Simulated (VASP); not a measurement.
# CsLiCr2Te2S3 (R32) in VASP: further runs

Aim: see how the results for CsLiCr2Te2S3 move with the level of theory and the settings. Levels: PBEsol, PBE, PBE+D3(BJ), revPBE. Tasks: single point.

Everything below comes from runs of VASP 6.6.1. Logs are shortened: lines on timing, memory, paths and dates and some standing lists are left out, and cuts for length are marked.

## 1. The cell of the first run

Symmetry: R32, No. 155, trigonal system. Conventional cell: a = 6.547 Å, b = 6.547 Å, c = 19.198 Å, α = 90.00°, β = 90.00°, γ = 120.00°. Within 5.0 Å of Cs (site symmetry 32) lie 6 Te at 3.78 Å and 6 S at 3.82 Å and 8 Cr at 3.92 to 4.52 Å and 6 Li at 4.95 Å. Li (site symmetry 32) has 3 S at 2.41 Å and 2 Te at 3.26 Å within 3.3 Å. Cr (site symmetry 3) has 3 S at 2.20 Å and 1 Te at 2.42 Å within 2.9 Å. Within 3.3 Å of Te (site symmetry 3) lie 1 Cr at 2.42 Å and 1 Li at 3.26 Å. Within 2.9 Å of S (site symmetry 2) lie 2 Cr at 2.20 Å and 1 Li at 2.41 Å.

## 2. Single point, PBEsol, collinear spin, ferromagnetic start

The input, INCAR:

```
SYSTEM = CsLiCr2Te2S3
PREC = Accurate
ENCUT = 520
EDIFF = 1E-7
ISMEAR = -1
SIGMA = 0.05
LREAL = .False.
LASPH = .True.
NELM = 150
ALGO = Normal
ISIF = 2
LWAVE = .False.
LCHARG = .False.
ISPIN = 2
MAGMOM = 0 0 3 3 0 0 0 0 0
LORBIT = 11
LMAXMIX = 4
GGA = PS
NBANDS = 47
```

The input, KPOINTS:

```
Automatic mesh
0
Gamma
  4 4 4
  0 0 0
```

The input, POSCAR:

```
CsLiCr2Te2S3
1.0
    3.2734178297      1.8899071149      6.3992506615
   -3.2734178297      1.8899071149      6.3992506615
    0.0000000000     -3.7798188805      6.3992492880
Cs Li Cr Te S
1 1 2 2 3
Direct
    0.0000000000      0.0000000000      0.0000000000
    0.5000000000      0.5000000000      0.5000000000
    0.7957922587      0.7957922587      0.7957922587
    0.2042077413      0.2042077413      0.2042077413
    0.6699928576      0.6699928576      0.6699928576
    0.3300071424      0.3300071424      0.3300071424
    0.1323993246      0.8676006754      0.5000000000
    0.5000000000      0.1323993246      0.8676006754
    0.8676006754      0.5000000000      0.1323993246
```

Potentials or basis: VASP PAW PBE potentials, release 64 (Cs_sv, Li_sv, Cr_pv, Te, S).

Started as:

```sh
$ cat potpaw_PBE.64/Cs_sv/POTCAR potpaw_PBE.64/Li_sv/POTCAR potpaw_PBE.64/Cr_pv/POTCAR potpaw_PBE.64/Te/POTCAR potpaw_PBE.64/S/POTCAR > POTCAR
$ mpirun -np 1 vasp_std > vasp.out
```

OUTCAR:

```text
SYSTEM = CsLiCr2Te2S3
   PREC = Accurate
   ENCUT = 520
   EDIFF = 1E-7
   ISMEAR = -1
   LREAL = .False.
   LASPH = .True.
   NELM = 150
   ISIF = 2
   ISPIN = 2
   LORBIT = 11
   GGA = PS

 ion  position               nearest neighbor table
   1  0.000  0.000  0.000-
   2  0.500  0.500  0.500-   8 2.41   9 2.41   7 2.41
   3  0.796  0.796  0.796-   7 2.20   9 2.20   8 2.20   5 2.42
   4  0.204  0.204  0.204-   7 2.20   8 2.20   9 2.20   6 2.42
   5  0.670  0.670  0.670-   3 2.42
   6  0.330  0.330  0.330-   4 2.42
   7  0.132  0.868  0.500-   3 2.20   4 2.20   2 2.41
   8  0.500  0.132  0.868-   4 2.20   3 2.20   2 2.41
   9  0.868  0.500  0.132-   3 2.20   4 2.20   2 2.41

  LATTYP: Found a trigonal (rhomboedric) cell.
 ALAT       =     7.4321882524
 COS(alpha) =     0.6120288074

  Lattice vectors:

 A1 = (   3.2734178297,   1.8899071149,   6.3992506615)
 A2 = (  -3.2734178297,   1.8899071149,   6.3992506615)
 A3 = (   0.0000000000,  -3.7798188805,   6.3992492880)

Analysis of symmetry for initial positions (statically):
=====================================================================
 Subroutine PRICEL returns:
 Original cell was already a primitive cell.

 Routine SETGRP: Setting up the symmetry group for a
 trigonal (rhombohedral) supercell.

 Subroutine GETGRP returns: Found  6 space group operations
 (whereof  6 operations were pure point group operations)
 out of a pool of 12 trial point group operations.

The static configuration has the point symmetry D_3 .

Analysis of symmetry for dynamics (positions and initial velocities):
=====================================================================
 Subroutine PRICEL returns:
 Original cell was already a primitive cell.

 Routine SETGRP: Setting up the symmetry group for a
 trigonal (rhombohedral) supercell.

 Subroutine GETGRP returns: Found  6 space group operations
 (whereof  6 operations were pure point group operations)
 out of a pool of 12 trial point group operations.

The dynamic configuration has the point symmetry D_3 .

Analysis of structural, dynamic, and magnetic symmetry:
=====================================================================
 Subroutine PRICEL returns:
 Original cell was already a primitive cell.

 Routine SETGRP: Setting up the symmetry group for a
 trigonal (rhombohedral) supercell.

 Subroutine GETGRP returns: Found  6 space group operations
 (whereof  6 operations were pure point group operations)
 out of a pool of 12 trial point group operations.

The overall configuration has the point symmetry D_3 .

 Subroutine INISYM returns: Found  6 space group operations
 (whereof  6 operations are pure point group operations),
 and found     1 'primitive' translations

----------------------------------------------------------------------------------------

                                     Primitive cell

  volume of cell :     237.5323

  direct lattice vectors                    reciprocal lattice vectors
     3.273417830  1.889907115  6.399250661     0.152745548  0.088187671  0.052089457
    -3.273417830  1.889907115  6.399250661    -0.152745548  0.088187671  0.052089457
     0.000000000 -3.779818881  6.399249288     0.000000000 -0.176375379  0.052089393

  length of vectors
     7.432188252  7.432188252  7.432188252     0.183906441  0.183906441  0.183906441

  position of ions in fractional coordinates (direct lattice)
     0.000000000  0.000000000  0.000000000
     0.500000000  0.500000000  0.500000000
     0.795792259  0.795792259  0.795792259
     0.204207741  0.204207741  0.204207741
     0.669992858  0.669992858  0.669992858
     0.330007142  0.330007142  0.330007142
     0.132399325  0.867600675  0.500000000
     0.500000000  0.132399325  0.867600675
     0.867600675  0.500000000  0.132399325

  ion indices of the primitive-cell ions
[... 51 lines left out ...]
  0.500000  0.500000  0.500000      1.000000
   k-points           NKPTS =     13   k-points in BZ     NKDIM =     13   number of bands    NBANDS=     47
   number of dos      NEDOS =    301   number of ions     NIONS =      9
   total plane-waves  NPLWV = 175616
   dimension x,y,z NGX =    56 NGY =   56 NGZ =   56
   dimension x,y,z NGXF=   112 NGYF=  112 NGZF=  112
   ions per type =               1   1   2   2   3
   NGX,Y,Z   is equivalent  to a cutoff of  12.53, 12.53, 12.53 a.u.
   NGXF,Y,Z  is equivalent  to a cutoff of  25.05, 25.05, 25.05 a.u.
 SYSTEM =  CsLiCr2Te2S3
   PREC   = accura    normal or accurate (medium, high low for compatibility)
   ISTART =      0    job   : 0-new  1-cont  2-samecut
   ICHARG =      2    charge: 1-file 2-atom 10-const
   ISPIN  =      2    spin polarized calculation?
   LNONCOLLINEAR =      F non collinear calculations
   LSORBIT =      F    spin-orbit coupling
   LASPH  =      T    aspherical Exc in radial PAW
   ENCUT  =  520.0 eV  38.22 Ry    6.18 a.u.  13.82 13.82 13.82*2*pi/ulx,y,z
   NELM   =    150;   NELMIN=  2; NELMDL= -5     # of ELM steps
   EDIFF  = 0.1E-06   stopping-criterion for ELM
   LREAL  =      F    real-space projection
   EDIFFG = 0.1E-05   stopping-criterion for IOM
   NSW    =      0    number of steps for IOM
   IBRION =     -1    ionic relax: 0-MD 1-quasi-New 2-CG
   NFREE  =      0    steps in history (QN), initial steepest desc. (CG)
   ISIF   =      2    stress and relaxation
   ISYM   =      2    0-nonsym 1-usesym 2-fastsym
   POTIM  = 0.5000    time-step for ionic-motion
   TEBEG  =    0.0;   TEEND  =   0.0 temperature during run
   PSTRESS=    0.0 pullay stress
   NELECT =      66.0000    total number of electrons
   NUPDOWN=      -1.0000    fix difference up-down
   EMIN   =  10.00;   EMAX   =-10.00  energy-range for DOS
   EFERMI =   0.00;   METHOD = LEGACY
   ISMEAR =    -1;   SIGMA  =   0.05  broadening in eV -4-tet -1-fermi 0-gaus
   EFERMI_NEDOS =   21; number of points for ismear=-14 and -15
   IALGO  =     38    algorithm
   IMIX   =      4    mixing-type and parameters
     AMIX     =   0.40;   BMIX     =  1.00
     AMIX_MAG =   1.60;   BMIX_MAG =  1.00
  volume/ion in A,a.u.               =      26.39       178.11
  Fermi-wavevector in a.u.,A,eV,Ry     =   1.068272  2.018742 15.527044  1.141206
  Thomas-Fermi vector in A             =   2.203915
   LORBIT       =     11    0 simple, 1 ext, 2 COOP (PROOUT), +10 PAW based schemes
   GGA     = PS    functional components
   LHFCALC =     F    Hartree Fock is set to
   AEXX    =    0.0000 exact exchange contribution
   IVDW    =     0    specifies the selected vdW correction
   LEPSILON=     F    determine dielectric tensor
   LRPA    =     F    only Hartree local field effects (RPA)
 spin polarized calculation
  energy-cutoff  :      520.00
  volume of cell :      237.53
 maximum number of plane-waves:      6436
   NGX = 27   NGY = 27   NGZ = 27

 number of electron      66.0000000 magnetization       4.0036503

 Free energy of the ion-electron system (eV)
  ---------------------------------------------------
  ext. energy  EPLUGINS =         0.00000000
  ---------------------------------------------------
  free energy    TOTEN  =       -48.38116590 eV

  energy without entropy =      -48.35371071  energy(sigma->0) =      -48.36743830

 E-fermi :   3.6294     XC(G=0):  -9.0653

 val. band max:        3.6032553779   @ k =   0.5000   0.5000   0.2500
 cond. band min:       3.6382757156   @ k =   0.5000   0.5000  -0.0000
 fundamental gap:      0.0350203376
 Fermi energy:         3.6293554743

 spin component 1

 k-point     1 :       0.0000    0.0000    0.0000
  band No.  band energies     occupation
      1     -41.7144      1.00000
      2     -40.5258      1.00000
      3     -40.5258      1.00000
      4     -40.5224      1.00000
      5     -40.5224      1.00000
      6     -40.4113      1.00000
[... 613 lines left out ...]
     44       8.5065      0.00000
     45       8.9525      0.00000
 Fermi energy:         3.6293554743

 spin component 2

 k-point     1 :       0.0000    0.0000    0.0000
  band No.  band energies     occupation
      1     -41.7037      1.00000
      2     -38.4312      1.00000
      3     -38.4303      1.00000
      4     -38.2422      1.00000
      5     -38.2422      1.00000
      6     -38.2379      1.00000
[... 613 lines left out ...]
     44       8.6769      0.00000
     45       8.9157      0.00000
 [bands above 45 left out]

------------------------ aborting loop because EDIFF is reached ----------------------------------------

  FORCE on cell =-STRESS in cart. coord.  units (eV):
  Direction    XX          YY          ZZ          XY          YZ          ZX
  --------------------------------------------------------------------------------------
  -------------------------------------------------------------------------------------
  Total        0.0469944      0.0469944     -0.0999357      0.0000000      0.0000000      0.0000000
  in kB        0.3169817      0.3169817     -0.6740757      0.0000000      0.0000002      0.0000000
  external PRESSURE =      -0.0133708 kB  Pullay stress =       0.0000000 kB

 VOLUME and BASIS-vectors are now :
 -----------------------------------------------------------------------------
  energy-cutoff  :      520.00
  volume of cell :      237.53
      direct lattice vectors                 reciprocal lattice vectors
     3.273417830  1.889907115  6.399250661     0.152745548  0.088187671  0.052089457
    -3.273417830  1.889907115  6.399250661    -0.152745548  0.088187671  0.052089457
     0.000000000 -3.779818881  6.399249288     0.000000000 -0.176375379  0.052089393

 POSITION                                       TOTAL-FORCE (eV/Angst)
 -----------------------------------------------------------------------------------
      0.00000      0.00000      0.00000        -0.000000      0.000000      0.000000
      0.00000     -0.00000      9.59888        -0.000000      0.000000      0.000000
      0.00000     -0.00000     15.27742        -0.000000      0.000000     -0.011305
      0.00000     -0.00000      3.92033        -0.000000     -0.000000      0.011305
      0.00000     -0.00000     12.86236        -0.000000     -0.000000      0.012326
      0.00000     -0.00000      6.33539        -0.000000      0.000000     -0.012326
     -2.40662     -0.00000      9.59888        -0.006091      0.000000      0.000000
      1.20331     -2.08420      9.59887         0.003046     -0.005275     -0.000000
      1.20331      2.08419      9.59888         0.003046      0.005275      0.000000
 -----------------------------------------------------------------------------------
    total drift:                               -0.000000      0.000000     -0.000000

  FREE ENERGIE OF THE ION-ELECTRON SYSTEM (eV)
  ---------------------------------------------------
  free  energy   TOTEN  =       -48.3811658959 eV

  energy  without entropy=      -48.3537107061  energy(sigma->0) =      -48.36743830

 total charge

# of ion       s       p       d       tot
------------------------------------------
    1        1.845   4.677   0.048   6.571
    2        2.016   0.051   0.000   2.068
    3        0.351   6.317   4.221  10.889
    4        0.351   6.317   4.221  10.889
    5        1.386   1.989   0.023   3.398
    6        1.386   1.989   0.023   3.398
    7        1.328   2.402   0.000   3.730
    8        1.328   2.402   0.000   3.730
    9        1.328   2.402   0.000   3.730
--------------------------------------------------
tot         11.319  28.548   8.536  48.403

 magnetization (x)

# of ion       s       p       d       tot
------------------------------------------
    1        0.000  -0.005  -0.002  -0.006
    2        0.002   0.002   0.000   0.005
    3        0.025   0.028   2.134   2.187
    4        0.025   0.028   2.134   2.187
    5       -0.005  -0.177   0.004  -0.179
    6       -0.005  -0.177   0.004  -0.179
    7       -0.003  -0.069   0.000  -0.072
    8       -0.003  -0.069   0.000  -0.072
    9       -0.003  -0.069   0.000  -0.072
--------------------------------------------------
tot          0.034  -0.507   4.274   3.800
```

Wall time 7.6 min (1 thread of Intel Xeon Platinum 8375C at 2.90GHz (Ice Lake), shared host); peak memory 0.7 GiB.

What came out:

```
Free energy                                           : -48.3812 eV
Largest force                                         : 0.012 eV/Å
Band gap on the k mesh                                : zero (filled and empty bands overlap)
Net moment                                            : 4.00 μB per cell
Site moments                                          : Cs -0.01; Li +0.01; Cr +2.19; Te -0.18; S -0.07 μB
Valence electrons inside the program's atomic spheres : Cs 6.57; Li 2.07; Cr 10.89; Te 3.40; S 3.73
```

Forces on the atoms (eV/Å):
```
Cs   0.000  0.000  0.000
Li   0.000  0.000  0.000
Cr   0.000  0.000 -0.011
Cr   0.000  0.000  0.011
Te   0.000  0.000  0.012
Te   0.000  0.000 -0.012
S   -0.006  0.000  0.000
S    0.003 -0.005  0.000
S    0.003  0.005  0.000
```

Caveat: the cutoff is under 1.25 times the usual one of these potentials, so pressure, stress and relaxed cells hold a basis-set (Pulay) error; the PAW data sets were made with another functional, which shifts forces and pressure a little; spin-orbit coupling is left out, which moves the levels of the heavy elements; only a ferromagnetic start was run, and an antiferromagnetic order may lie lower in energy. With open d or f shells a metallic result of PBEsol can be an artefact of self-interaction; +U or a hybrid may open a gap.

## 3. Single point, PBE, collinear spin, ferromagnetic start (30.93 Å³/atom)

This run uses another cell than the first one, of 30.93 Å³/atom.

The input, INCAR:

```
SYSTEM = CsLiCr2Te2S3
ALGO = Normal
EDIFF = 1E-6
ENCUT = 520
GGA = PE
ISIF = 2
ISMEAR = -1
ISPIN = 2
LASPH = .TRUE.
LCHARG = .TRUE.
LELF = .TRUE.
LMAXMIX = 4
LORBIT = 11
LREAL = .FALSE.
LVHAR = .TRUE.
LWAVE = .FALSE.
MAGMOM = 0 0 3 3 0 0 0 0 0
NBANDS = 47
NELM = 150
PREC = Accurate
SIGMA = 0.05
```

The input, KPOINTS:

```
k-points
0
G
  4 4 4
  0 0 0
```

The input, POSCAR:

```
CsLiCr2Te2S3
1.0
    3.3843906453      1.9539758168      7.0147526880
   -3.3843906453      1.9539758168      7.0147526880
    0.0000000000     -3.9079618297      7.0147526880
Cs Li Cr Te S
1 1 2 2 3
Direct
    0.0000000000      0.0000000000      0.0000000000
    0.5000000000      0.5000000000      0.5000000000
    0.7984800000      0.7984800000      0.7984800000
    0.2015200000      0.2015200000      0.2015200000
    0.6799000000      0.6799000000      0.6799000000
    0.3201000000      0.3201000000      0.3201000000
    0.1362600000      0.8637400000      0.5000000000
    0.5000000000      0.1362600000      0.8637400000
    0.8637400000      0.5000000000      0.1362600000
```

Potentials or basis: VASP PAW PBE potentials, release 64 (Cs_sv, Li_sv, Cr_pv, Te, S).

Started as:

```sh
$ cat potpaw_PBE.64/Cs_sv/POTCAR potpaw_PBE.64/Li_sv/POTCAR potpaw_PBE.64/Cr_pv/POTCAR potpaw_PBE.64/Te/POTCAR potpaw_PBE.64/S/POTCAR > POTCAR
$ mpirun -np 1 vasp_std > vasp.out
```

Run time: 19 min. Hardware: 1 thread of Intel Xeon 8259CL, shared host; peak memory 0.86 GiB.

Results (log left out):

- Free energy: -45.5806 eV
- Largest force: 0.405 eV/Å
- Band gap on the k mesh: zero (filled and empty bands overlap)
- Net moment: 4.00 μB per cell
- Site moments: Cs -0.01; Li +0.00; Cr +2.46; Te -0.28; S -0.10 μB
- Valence electrons inside the program's atomic spheres: Cs 6.57; Li 2.05; Cr 10.69; Te 3.37; S 3.73

Forces in eV/Å, atoms in the order of the input:
```
Cs   0.000  0.000  0.000
Li   0.000  0.000  0.000
Cr   0.000  0.000 -0.044
Cr   0.000  0.000  0.044
Te   0.000  0.000  0.405
Te   0.000  0.000 -0.405
S   -0.199  0.000  0.000
S    0.100 -0.173  0.000
S    0.100  0.173  0.000
```

Levels at points of the mesh, in eV from the Fermi level:
Spin up:
| k point | band 33 | band 34 | band 35 | band 36 | band 37 | band 38 |
| --- | --- | --- | --- | --- | --- | --- |
| (0.00, 0.00, 0.00) | -0.46 | -0.16 | -0.16 | 0.08 | 0.33 | 0.33 |
| (0.50, 0.00, 0.00) | -0.48 | -0.27 | -0.17 | 0.36 | 0.72 | 0.74 |
| (0.50, 0.50, 0.00) | -0.59 | -0.34 | 0.00 | 0.07 | 0.36 | 0.41 |
| (0.50, 0.50, 0.50) | -1.06 | -0.42 | -0.23 | -0.23 | 0.81 | 0.81 |
Spin down:
```csv
k point,band 28,band 29,band 30,band 31,band 32,band 33,band 34,band 35
"(0.00, 0.00, 0.00)",-1.89,-1.66,-0.21,-0.21,0.88,0.88,1.19,1.19
"(0.50, 0.00, 0.00)",-1.55,-1.38,-0.82,-0.67,0.97,1.21,1.38,1.67
"(0.50, 0.50, 0.00)",-1.82,-1.47,-0.62,-0.27,1.01,1.03,1.21,1.58
"(0.50, 0.50, 0.50)",-1.51,-1.51,-0.66,-0.66,0.88,0.88,1.00,1.29
```

Caveat: the cutoff is under 1.25 times the usual one of these potentials, so pressure, stress and relaxed cells hold a basis-set (Pulay) error; spin-orbit coupling is left out, which moves the levels of the heavy elements; only a ferromagnetic start was run, and an antiferromagnetic order may lie lower in energy. With open d or f shells a metallic result of PBE can be an artefact of self-interaction; +U or a hybrid may open a gap.

[end of part 1 of 2]
